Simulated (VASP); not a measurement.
# Zr (P-1) in VASP: single point with PBEsol

Aim: the single point of Zr with PBEsol.

Everything below comes from runs of VASP 6.6.1. Logs are shortened: lines on timing, memory, paths and dates and some standing lists are left out, and cuts for length are marked.

## Step 1: The cell of the first run

The typed cell holds 2 atoms: a = 3.232 Å, b = 3.232 Å, c = 5.147 Å, α = 90.00°, β = 90.00°, γ = 120.00°.

## Step 2: Single point, PBEsol (atom 1 (Zr) moved by (+0.300, -0.600) A along [1 1 0] and z)

INCAR

```
PREC     = Accurate       # precision mode
ENCUT    = 500            # plane-wave cutoff, eV
EDIFF    = 1E-6           # SCF threshold, eV
ISMEAR   = 0              # smearing method
SIGMA    = 0.15           # smearing width, eV
LREAL    = False          # projectors in reciprocal space
LASPH    = True           # aspherical terms in the spheres
NELM     = 120            # most SCF steps
ALGO     = Normal         # electronic algorithm
ISIF     = 2              # what is computed and relaxed
LWAVE    = False          # write WAVECAR
LCHARG   = False          # write CHGCAR
GGA      = PS             # functional
NBANDS   = 19             # bands
GGA_COMPAT= False
```

KPOINTS

```
regular mesh
0
Gamma
  18 18 10
```

POSCAR

```
Zr
1.0
    3.2319982225      0.0000000000      0.0000000000
   -1.6159991112      2.7989925657      0.0000000000
    0.0000000000      0.0000000000      5.1470000000
Zr
2
Direct
    0.4368626358      0.7424553761      0.1334272392
    0.6666666667      0.3333333333      0.7500000000
```

Potentials or basis: VASP PAW PBE potentials, release 64 (Zr_sv).

On the command line:

```bash
$ cat potpaw_PBE.64/Zr_sv/POTCAR > POTCAR
$ mpirun -np 1 vasp_std > vasp.out
```

OUTCAR:

```text
PREC = Accurate
   ENCUT = 500
   EDIFF = 1E-6
   ISMEAR = 0
   LREAL = False
   LASPH = True
   NELM = 120
   ISIF = 2
   GGA = PS

 ion  position               nearest neighbor table
   1  0.437  0.742  0.133-   2 2.58   2 2.68   2 2.92   2 3.58   2 3.65   2 3.84
   2  0.667  0.333  0.750-   1 2.58   1 2.68   1 2.92   1 3.58   1 3.65   1 3.84

  LATTYP: Found a hexagonal cell.
 ALAT       =     3.2319982225
 C/A-ratio  =     1.5925132521

  Lattice vectors:

 A1 = (   3.2319982225,   0.0000000000,   0.0000000000)
 A2 = (  -1.6159991112,   2.7989925657,   0.0000000000)
 A3 = (   0.0000000000,   0.0000000000,   5.1470000000)

Analysis of symmetry for initial positions (statically):
=====================================================================
 Subroutine PRICEL returns:
 Original cell was already a primitive cell.

 Routine SETGRP: Setting up the symmetry group for a
 hexagonal supercell.

 Subroutine GETGRP returns: Found  2 space group operations
 (whereof  1 operations were pure point group operations)
 out of a pool of 24 trial point group operations.

The static configuration has the point symmetry C_1 .
 The point group associated with its full space group is S_2 .

Analysis of symmetry for dynamics (positions and initial velocities):
=====================================================================
 Subroutine PRICEL returns:
 Original cell was already a primitive cell.

 Routine SETGRP: Setting up the symmetry group for a
 hexagonal supercell.

 Subroutine GETGRP returns: Found  2 space group operations
 (whereof  1 operations were pure point group operations)
 out of a pool of 24 trial point group operations.

The dynamic configuration has the point symmetry C_1 .
 The point group associated with its full space group is S_2 .

 Subroutine INISYM returns: Found  2 space group operations
 (whereof  1 operations are pure point group operations),
 and found     1 'primitive' translations

----------------------------------------------------------------------------------------

                                     Primitive cell

  volume of cell :      46.5615

  direct lattice vectors                    reciprocal lattice vectors
     3.231998223  0.000000000  0.000000000     0.309406111  0.178635701  0.000000000
[... 76 lines left out ...]
 SYSTEM =  unknown system
   PREC   = accura    normal or accurate (medium, high low for compatibility)
   ISTART =      0    job   : 0-new  1-cont  2-samecut
   ICHARG =      2    charge: 1-file 2-atom 10-const
   ISPIN  =      1    spin polarized calculation?
   LNONCOLLINEAR =      F non collinear calculations
   LSORBIT =      F    spin-orbit coupling
   LASPH  =      T    aspherical Exc in radial PAW
   ENCUT  =  500.0 eV  36.75 Ry    6.06 a.u.   5.89  5.89  9.38*2*pi/ulx,y,z
   NELM   =    120;   NELMIN=  2; NELMDL= -5     # of ELM steps
   EDIFF  = 0.1E-05   stopping-criterion for ELM
   LREAL  =      F    real-space projection
   EDIFFG = 0.1E-04   stopping-criterion for IOM
   NSW    =      0    number of steps for IOM
   IBRION =     -1    ionic relax: 0-MD 1-quasi-New 2-CG
   NFREE  =      0    steps in history (QN), initial steepest desc. (CG)
   ISIF   =      2    stress and relaxation
   ISYM   =      2    0-nonsym 1-usesym 2-fastsym
   POTIM  = 0.5000    time-step for ionic-motion
   TEBEG  =    0.0;   TEEND  =   0.0 temperature during run
   PSTRESS=    0.0 pullay stress
   NELECT =      24.0000    total number of electrons
   NUPDOWN=      -1.0000    fix difference up-down
   EMIN   =  10.00;   EMAX   =-10.00  energy-range for DOS
   EFERMI =   0.00;   METHOD = LEGACY
   ISMEAR =     0;   SIGMA  =   0.15  broadening in eV -4-tet -1-fermi 0-gaus
   EFERMI_NEDOS =   21; number of points for ismear=-14 and -15
   IALGO  =     38    algorithm
   IMIX   =      4    mixing-type and parameters
     AMIX     =   0.40;   BMIX     =  1.00
     AMIX_MAG =   1.60;   BMIX_MAG =  1.00
  volume/ion in A,a.u.               =      23.28       157.11
  Fermi-wavevector in a.u.,A,eV,Ry     =   1.312612  2.480476 23.442147  1.722949
  Thomas-Fermi vector in A             =   2.442992
   LORBIT       =      0    0 simple, 1 ext, 2 COOP (PROOUT), +10 PAW based schemes
   GGA     = PS    functional components
   LHFCALC =     F    Hartree Fock is set to
   AEXX    =    0.0000 exact exchange contribution
   IVDW    =     0    specifies the selected vdW correction
   LEPSILON=     F    determine dielectric tensor
   LRPA    =     F    only Hartree local field effects (RPA)
 non-spin polarized calculation
 Gauss-broadening in eV      SIGMA  =   0.15
  energy-cutoff  :      500.00
  volume of cell :       46.56
 maximum number of plane-waves:      1196
   NGX = 11   NGY = 11   NGZ = 19

 number of electron      24.0000000 magnetization

 Free energy of the ion-electron system (eV)
  ---------------------------------------------------
  ext. energy  EPLUGINS =         0.00000000
  ---------------------------------------------------
  free energy    TOTEN  =       -17.06747070 eV

  energy without entropy =      -17.04193835  energy(sigma->0) =      -17.05470453

 E-fermi :   8.5941     XC(G=0): -11.0565

 val. band max:        8.5934770221   @ k =  -0.0556   0.3333   0.2000
 cond. band min:       8.5945392067   @ k =  -0.0556  -0.4444  -0.4000
 fundamental gap:      0.0010621846
 Fermi energy:         8.5940585963

 k-point     1 :       0.0000    0.0000    0.0000
  band No.  band energies     occupation
      1     -40.0126      2.00000
      2     -39.5153      2.00000
      3     -18.8153      2.00000
      4     -17.8692      2.00000
      5     -17.5104      2.00000
      6     -17.4193      2.00000
[... 505 lines left out ...]
      6     -17.5030      2.00000
[... 11 lines left out ...]
     18      14.2859      0.00000
     19      14.4649      0.00000

 [... further k-points ...]
[... 5 lines left out ...]
  --------------------------------------------------------------------------------------
  -------------------------------------------------------------------------------------
  Total        0.4647762      2.0745660      4.2787938     -0.9412093      0.1495384     -0.0676124
  in kB       15.9929063     71.3856321    147.2329152    -32.3869304      5.1456032     -2.3265365
  external PRESSURE =      78.2038179 kB  Pullay stress =       0.0000000 kB

 VOLUME and BASIS-vectors are now :
 -----------------------------------------------------------------------------
  energy-cutoff  :      500.00
  volume of cell :       46.56
      direct lattice vectors                 reciprocal lattice vectors
     3.231998223  0.000000000  0.000000000     0.309406111  0.178635701  0.000000000
    -1.615999111  2.798992566  0.000000000     0.000000000  0.357271403  0.000000000
     0.000000000  0.000000000  5.147000000     0.000000000  0.000000000  0.194287935

 POSITION                                       TOTAL-FORCE (eV/Angst)
 -----------------------------------------------------------------------------------
      0.21213      2.07813      0.68675        -0.029566      0.080518      4.244253
      1.61600      0.93300      3.86025         0.029566     -0.080518     -4.244253
 -----------------------------------------------------------------------------------
    total drift:                                0.000001      0.000001      0.000003

  FREE ENERGIE OF THE ION-ELECTRON SYSTEM (eV)
  ---------------------------------------------------
  free  energy   TOTEN  =       -17.0674707039 eV

  energy  without entropy=      -17.0419383516  energy(sigma->0) =      -17.05470453
```

stdout:

```text
POSCAR found type information on POSCAR Zr
 POSCAR found :  1 types and       2 ions
 scaLAPACK will be used
 -----------------------------------------------------------------------------
|                                                                             |
|                                                                             |
|     You enforced a specific xc type in the INCAR file but a different       |
|     I HOPE YOU KNOW WHAT YOU ARE DOING!                                     |
|                                                                             |
 -----------------------------------------------------------------------------

 LDA part: xc-table for (Slater+PW92), standard interpolation
 POSCAR, INCAR and KPOINTS ok, starting setup
 FFT: planning ... GRIDC
 FFT: planning ... GRID_SOFT
 FFT: planning ... GRID
 WAVECAR not read
 entering main loop
```

Run time: 5.6 min. Hardware: 1 thread of Intel Xeon 6975P-C (Granite Rapids), shared host; peak memory 1.1 GiB.

Results:

- Free energy: -17.0675 eV
- Pressure: 7.8 GPa
- Largest force: 4.245 eV/Å
- Band gap on the k mesh: zero (bands 12 and 13 overlap by 0.85 eV)

Forces in eV/Å, atoms in the order of the input:
```
Zr  -0.030  0.081  4.244
Zr   0.030 -0.081 -4.244
```

Caveat: the cell differs from its parent crystal (atom 1 (Zr) moved by (+0.300, -0.600) A along [1 1 0] and z); the cell stands under pressure; the PAW data sets were made with another functional, which shifts forces and pressure a little.
